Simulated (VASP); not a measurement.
# C (Fddd) in VASP: notebook

The runs below take C through single point, with LDA.

Everything below comes from runs of VASP 6.6.1. Logs are shortened: lines on timing, memory, paths and dates and some standing lists are left out, and cuts for length are marked.

**1. The cell of the first run**

The structure is orthorhombic, space group Fddd (No. 70). The conventional cell has a = 3.011 Å, b = 3.779 Å, c = 3.805 Å, α = 90.00°, β = 90.00°, γ = 90.00°. Within 2.0 Å of C (site symmetry 222) lie 4 C at 1.54 Å.

**2. Single point, LDA**

INCAR reads:

```
SYSTEM = C
ALGO = Normal
EDIFF = 1E-7
ENCUT = 520
GGA = CA
ISIF = 2
ISMEAR = 0
LASPH = .True.
LCHARG = .False.
LREAL = .False.
LWAVE = .False.
NBANDS = 11
NELM = 60
PREC = Accurate
SIGMA = 0.05
```

KPOINTS reads:

```
k-points
0
Gamma
  12 12 12
  0 0 0
```

POSCAR reads:

```
C
1.0
    0.0000000000      1.9026172899      1.8893740141
    1.5053190159      0.0000000000      1.8893740141
    1.5053190159      1.9026172899      0.0000000000
C
2
Direct
    0.5000000000      0.5000000000      0.5000000000
    0.7500000000      0.7500000000      0.7500000000
```

Potentials or basis: VASP PAW LDA potentials, release 64 (C).

Started as:

```console
$ cat potpaw_LDA.64/C/POTCAR > POTCAR
$ mpirun -np 1 vasp_std > vasp.out
```

OUTCAR:

```text
SYSTEM = C
   EDIFF = 1E-7
   ENCUT = 520
   GGA = CA
   ISIF = 2
   ISMEAR = 0
   LASPH = .True.
   LREAL = .False.
   NELM = 60
   PREC = Accurate

 ion  position               nearest neighbor table
   1  0.500  0.500  0.500-   2 1.54   2 1.54   2 1.54   2 1.54
   2  0.750  0.750  0.750-   1 1.54   1 1.54   1 1.54   1 1.54

  LATTYP: Found a face centered orthorhombic cell.
 ALAT       =     3.0106380318
 B/A-ratio  =     1.2551319648
 C/A-ratio  =     1.2639296188

  Lattice vectors:

 A1 = (   0.0000000000,   1.9026172899,  -1.8893740141)
 A2 = (   1.5053190159,   1.9026172899,   0.0000000000)
 A3 = (   1.5053190159,   0.0000000000,  -1.8893740141)

Analysis of symmetry for initial positions (statically):
=====================================================================
 Subroutine PRICEL returns:
 Original cell was already a primitive cell.

 Routine SETGRP: Setting up the symmetry group for a
 face centered orthorhombic supercell.

 Subroutine GETGRP returns: Found  8 space group operations
 (whereof  4 operations were pure point group operations)
 out of a pool of  8 trial point group operations.

The static configuration has the point symmetry D_2 .
 The point group associated with its full space group is D_2h.

Analysis of symmetry for dynamics (positions and initial velocities):
=====================================================================
 Subroutine PRICEL returns:
 Original cell was already a primitive cell.

 Routine SETGRP: Setting up the symmetry group for a
 face centered orthorhombic supercell.

 Subroutine GETGRP returns: Found  8 space group operations
 (whereof  4 operations were pure point group operations)
 out of a pool of  8 trial point group operations.

The dynamic configuration has the point symmetry D_2 .
 The point group associated with its full space group is D_2h.

 Subroutine INISYM returns: Found  8 space group operations
 (whereof  4 operations are pure point group operations),
 and found     1 'primitive' translations

----------------------------------------------------------------------------------------

                                     Primitive cell

  volume of cell :      10.8225

  direct lattice vectors                    reciprocal lattice vectors
     0.000000000  1.902617290  1.889374014    -0.332155506  0.262795888  0.264637915
     1.505319016  0.000000000  1.889374014     0.332155506 -0.262795888  0.264637915
     1.505319016  1.902617290  0.000000000     0.332155506  0.262795888 -0.264637915

  length of vectors
     2.681359117  2.415723392  2.426095194     0.499421851  0.499421851  0.499421851

  position of ions in fractional coordinates (direct lattice)
     0.500000000  0.500000000  0.500000000
     0.750000000  0.750000000  0.750000000

  ion indices of the primitive-cell ions
   primitive index   ion index
                 1           1
                 2           2

----------------------------------------------------------------------------------------

 KPOINTS: k-points

Automatic generation of k-mesh.
 Grid dimensions read from file:
 generate k-points for:   12   12   12

 Generating k-lattice:

  Cartesian coordinates                     Fractional coordinates (reciprocal lattice)
    -0.027679626  0.021899657  0.022053160     0.083333333  0.000000000 -0.000000000
     0.027679626 -0.021899657  0.022053160     0.000000000  0.083333333  0.000000000
     0.027679626  0.021899657 -0.022053160    -0.000000000  0.000000000  0.083333333

  Length of vectors
     0.041618488  0.041618488  0.041618488

  Shift w.r.t. Gamma in fractional coordinates (k-lattice)
     0.000000000  0.000000000  0.000000000

 Subroutine IBZKPT returns following result:
 ===========================================

 Found    280 irreducible k-points:

 Following reciprocal coordinates:
            Coordinates               Weight
  0.000000  0.000000  0.000000      1.000000
  0.083333  0.000000  0.000000      8.000000
  0.166667  0.000000  0.000000      8.000000
  0.250000  0.000000 -0.000000      8.000000
  0.333333  0.000000  0.000000      8.000000
  0.416667  0.000000 -0.000000      8.000000
[... 16 lines left out ...]
  0.500000  0.166667  0.000000      8.000000
 -0.416667  0.166667  0.000000      8.000000
 [... further k-points ...]
   k-points           NKPTS =    280   k-points in BZ     NKDIM =    280   number of bands    NBANDS=     11
   number of dos      NEDOS =    301   number of ions     NIONS =      2
   total plane-waves  NPLWV =   6480
   dimension x,y,z NGX =    20 NGY =   18 NGZ =   18
   dimension x,y,z NGXF=    40 NGYF=   36 NGZF=   36
   ions per type =               2
   NGX,Y,Z   is equivalent  to a cutoff of  12.40, 12.39, 12.33 a.u.
   NGXF,Y,Z  is equivalent  to a cutoff of  24.80, 24.77, 24.67 a.u.
 SYSTEM =  C
   PREC   = accura    normal or accurate (medium, high low for compatibility)
   ISTART =      0    job   : 0-new  1-cont  2-samecut
   ICHARG =      2    charge: 1-file 2-atom 10-const
   ISPIN  =      1    spin polarized calculation?
   LNONCOLLINEAR =      F non collinear calculations
   LSORBIT =      F    spin-orbit coupling
   LASPH  =      T    aspherical Exc in radial PAW
   ENCUT  =  520.0 eV  38.22 Ry    6.18 a.u.   4.99  4.49  4.51*2*pi/ulx,y,z
   NELM   =     60;   NELMIN=  2; NELMDL= -5     # of ELM steps
   EDIFF  = 0.1E-06   stopping-criterion for ELM
   LREAL  =      F    real-space projection
   EDIFFG = 0.1E-05   stopping-criterion for IOM
   NSW    =      0    number of steps for IOM
   IBRION =     -1    ionic relax: 0-MD 1-quasi-New 2-CG
   NFREE  =      0    steps in history (QN), initial steepest desc. (CG)
   ISIF   =      2    stress and relaxation
   ISYM   =      2    0-nonsym 1-usesym 2-fastsym
   POTIM  = 0.5000    time-step for ionic-motion
   TEBEG  =    0.0;   TEEND  =   0.0 temperature during run
   PSTRESS=    0.0 pullay stress
   NELECT =       8.0000    total number of electrons
   NUPDOWN=      -1.0000    fix difference up-down
   EMIN   =  10.00;   EMAX   =-10.00  energy-range for DOS
   EFERMI =   0.00;   METHOD = LEGACY
   ISMEAR =     0;   SIGMA  =   0.05  broadening in eV -4-tet -1-fermi 0-gaus
   EFERMI_NEDOS =   21; number of points for ismear=-14 and -15
   IALGO  =     38    algorithm
   IMIX   =      4    mixing-type and parameters
     AMIX     =   0.40;   BMIX     =  1.00
     AMIX_MAG =   1.60;   BMIX_MAG =  1.00
  volume/ion in A,a.u.               =       5.41        36.52
  Fermi-wavevector in a.u.,A,eV,Ry     =   1.480229  2.797227 29.811417  2.191077
  Thomas-Fermi vector in A             =   2.594289
   LORBIT       =      0    0 simple, 1 ext, 2 COOP (PROOUT), +10 PAW based schemes
   GGA     = CA    functional components
   LHFCALC =     F    Hartree Fock is set to
   AEXX    =    0.0000 exact exchange contribution
   IVDW    =     0    specifies the selected vdW correction
   LEPSILON=     F    determine dielectric tensor
   LRPA    =     F    only Hartree local field effects (RPA)
 non-spin polarized calculation
 Gauss-broadening in eV      SIGMA  =   0.05
  energy-cutoff  :      520.00
  volume of cell :       10.82
 maximum number of plane-waves:       303
   NGX =  9   NGY =  9   NGZ =  9

 number of electron       7.9999999 magnetization

 Free energy of the ion-electron system (eV)
  ---------------------------------------------------
  ext. energy  EPLUGINS =         0.00000000
  ---------------------------------------------------
  free energy    TOTEN  =       -19.26399553 eV

  energy without entropy =      -19.26392782  energy(sigma->0) =      -19.26396167

 E-fermi :  11.5917     XC(G=0): -13.7840

 val. band max:       11.5510338051   @ k =  -0.0833   0.3333   0.3333
 cond. band min:      11.7032229342   @ k =   0.0000   0.0833   0.0833
 fundamental gap:      0.1521891291
 Fermi energy:        11.5916678942

 k-point     1 :       0.0000    0.0000    0.0000
  band No.  band energies     occupation
      1     -11.4589      2.00000
      2       9.4536      2.00000
      3       9.6209      2.00000
      4      12.3802      0.00000
      5      14.8361      0.00000
      6      17.6104      0.00000
      7      17.6953      0.00000
      8      24.6116      0.00000
      9      30.7711      0.00000
     10      31.8948      0.00000
     11      34.8169      0.00000

 k-point     2 :       0.0833    0.0000    0.0000
  band No.  band energies     occupation
      1     -11.2543      2.00000
      2       8.7820      2.00000
      3       9.1773      2.00000
      4      11.7405      0.00003
      5      15.0463      0.00000
      6      17.9212      0.00000
      7      18.3513      0.00000
      8      24.7583      0.00000
      9      31.0649      0.00000
     10      31.2014      0.00000
     11      33.2192      0.00000

 k-point     3 :       0.1667    0.0000    0.0000
  band No.  band energies     occupation
      1     -10.6423      2.00000
      2       6.7288      2.00000
      3       8.3017      2.00000
      4      10.7922      2.00000
      5      15.4580      0.00000
      6      18.3665      0.00000
      7      19.6398      0.00000
      8      25.2054      0.00000
      9      30.9520      0.00000
     10      31.1467      0.00000
     11      32.8076      0.00000

 k-point     4 :       0.2500    0.0000   -0.0000
  band No.  band energies     occupation
      1      -9.6302      2.00000
      2       4.0007      2.00000
      3       7.3559      2.00000
      4      10.0715      2.00000
      5      15.7843      0.00000
      6      18.4715      0.00000
      7      20.9088      0.00000
      8      25.8927      0.00000
      9      30.7417      0.00000
     10      32.1626      0.00000
     11      33.7831      0.00000

 k-point     5 :       0.3333    0.0000    0.0000
  band No.  band energies     occupation
      1      -8.2354      2.00000
      2       1.1597      2.00000
      3       6.5741      2.00000
      4       9.5630      2.00000
      5      15.9419      0.00000
      6      18.2551      0.00000
      7      22.0047      0.00000
      8      26.5706      0.00000
      9      30.9999      0.00000
     10      34.3875      0.00000
     11      34.6098      0.00000
[... 211 lines left out ...]
 k-point    21 :       0.3333    0.1667    0.0000
  band No.  band energies     occupation
      1      -8.8351      2.00000
      2       3.6056      2.00000
      3       5.8341      2.00000
      4       7.9358      2.00000
      5      18.0419      0.00000
      6      18.3490      0.00000
      7      23.4472      0.00000
      8      23.8986      0.00000
      9      29.6427      0.00000
     10      31.3952      0.00000
     11      35.9823      0.00000

 k-point    22 :       0.4167    0.1667    0.0000
  band No.  band energies     occupation
      1      -7.4078      2.00000
      2       1.1515      2.00000
      3       4.7591      2.00000
      4       7.5802      2.00000
      5      18.0821      0.00000
      6      18.7737      0.00000
      7      23.9884      0.00000
      8      25.1090      0.00000
      9      30.6386      0.00000
     10      31.1761      0.00000
     11      37.4407      0.00000

 k-point    23 :       0.5000    0.1667    0.0000
  band No.  band energies     occupation
      1      -5.6800      2.00000
      2      -1.2788      2.00000
      3       4.0276      2.00000
      4       7.5134      2.00000
      5      17.9525      0.00000
      6      19.1073      0.00000
      7      23.9956      0.00000
      8      26.1768      0.00000
      9      30.5327      0.00000
     10      32.7551      0.00000
     11      38.7010      0.00000

 k-point    24 :      -0.4167    0.1667    0.0000
  band No.  band energies     occupation
      1      -4.5737      2.00000
      2      -2.5686      2.00000
      3       3.6663      2.00000
      4       7.7138      2.00000
      5      17.7200      0.00000
      6      19.4961      0.00000
      7      23.5490      0.00000
      8      25.9598      0.00000
      9      31.6470      0.00000
     10      34.1885      0.00000
     11      38.0080      0.00000

 [... further k-points ...]
[... 5 lines left out ...]
  --------------------------------------------------------------------------------------
  -------------------------------------------------------------------------------------
  Total        8.1096077     -3.3622641     -2.6990334      0.0000000      0.0000000      0.0000000
  in kB     1200.5562376   -497.7536801   -399.5682084      0.0000000      0.0000000      0.0000000
  external PRESSURE =     101.0781164 kB  Pullay stress =       0.0000000 kB

 VOLUME and BASIS-vectors are now :
 -----------------------------------------------------------------------------
  energy-cutoff  :      520.00
  volume of cell :       10.82
      direct lattice vectors                 reciprocal lattice vectors
     0.000000000  1.902617290  1.889374014    -0.332155506  0.262795888  0.264637915
     1.505319016  0.000000000  1.889374014     0.332155506 -0.262795888  0.264637915
     1.505319016  1.902617290  0.000000000     0.332155506  0.262795888 -0.264637915

 POSITION                                       TOTAL-FORCE (eV/Angst)
 -----------------------------------------------------------------------------------
      1.50532      1.90262      1.88937         0.000000     -0.000000      0.000000
      2.25798      2.85393      2.83406        -0.000000      0.000000     -0.000000
 -----------------------------------------------------------------------------------
    total drift:                                0.000000     -0.000000      0.000000

  FREE ENERGIE OF THE ION-ELECTRON SYSTEM (eV)
  ---------------------------------------------------
  free  energy   TOTEN  =       -19.2639955315 eV

  energy  without entropy=      -19.2639278152  energy(sigma->0) =      -19.26396167
```

Wall time 36 s (1 thread of Intel Xeon 8259CL, shared host); peak memory 0.13 GiB.

What came out:

* Free energy: -19.2640 eV
* Pressure: 10.1 GPa
* Band gap on the k mesh: zero (band 4 reaches 12.38 eV, above the bottom of band 5 at 11.11 eV)

Levels at points of the mesh, in eV from the Fermi level:
| k point | band 1 | band 2 | band 3 | band 4 | band 5 | band 6 | band 7 | band 8 |
| --- | --- | --- | --- | --- | --- | --- | --- | --- |
| (0.00, 0.00, 0.00) | -23.05 | -2.14 | -1.97 | 0.79 | 3.24 | 6.02 | 6.10 | 13.02 |
| (0.50, 0.00, 0.00) | -16.69 | -14.82 | -5.69 | -2.44 | 4.40 | 6.30 | 11.52 | 15.42 |
| (0.50, 0.50, 0.00) | -15.12 | -15.12 | -6.07 | -6.07 | 6.02 | 6.02 | 13.63 | 13.63 |
| (0.50, 0.00, 0.50) | -15.22 | -15.22 | -5.97 | -5.97 | 6.18 | 6.18 | 13.70 | 13.70 |
| (0.00, 0.50, 0.50) | -11.30 | -11.30 | -9.71 | -9.71 | 0.32 | 0.32 | 16.56 | 16.56 |

Caveat: the cell differs from its parent crystal (strain +e along x and -e along y -0.1125, strain +e along z and -e/2 along x and y +0.0700).

[end of part 1 of 2]
